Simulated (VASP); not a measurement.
Write the native input for VASP 6.6.1 that does the following.

```
Task                   : single point
Functional             : revPBE
Potentials or basis    : VASP PAW PBE potentials, release 64 (Ce, O)
Cutoff                 : 520 eV
k mesh                 : 8 × 8 × 8
Occupations            : gaussian, width 0.05 eV
Spin                   : no spin polarisation
Dipole correction      : no
Further INCAR settings : ALGO = Normal; EDIFF = 1e-06; NBANDS = 19
```

The structure of CeO2 lies in POSCAR:

```
CeO2
1.0
    0.0000000000      2.7471793238      2.7471793238
    2.7471793238      0.0000000000      2.7471793238
    2.7471793238      2.7471793238      0.0000000000
Ce O
1 2
Direct
    0.0000000000      0.0000000000      0.0000000000
    0.2500000000      0.2500000000      0.2500000000
    0.7500000000      0.7500000000      0.7500000000
```

The input as run:

INCAR

```
ALGO = Normal ; EDIFF = 1E-6
ENCUT = 520 ; GGA = RE
ISIF = 2 ; ISMEAR = 0
LASPH = T ; LCHARG = T
LELF = T ; LREAL = F
LVHAR = T ; LWAVE = F
NBANDS = 19 ; NELM = 100
PREC = Accurate ; SIGMA = 0.05
```

KPOINTS

```
k-points
0
Gamma
  8 8 8
```

Potentials or basis: VASP PAW PBE potentials, release 64 (Ce, O).

Command:

```sh
$ cat potpaw_PBE.64/Ce/POTCAR potpaw_PBE.64/O/POTCAR > POTCAR
$ mpirun -np 1 vasp_std > vasp.out
```

It gave:

- Pressure: 0.0 GPa
- Band gap on the k mesh: 1.83 eV (least direct gap 1.92 eV)

Caveat: the PAW data sets were made with another functional, which shifts forces and pressure a little; spin-orbit coupling is left out, which moves the levels of the heavy elements; semilocal functionals describe open f shells poorly, which spoils levels, moments and volumes.

It took 100 s on 1 thread of Intel Xeon 8259CL, on a shared host, peak memory 0.19 GiB.
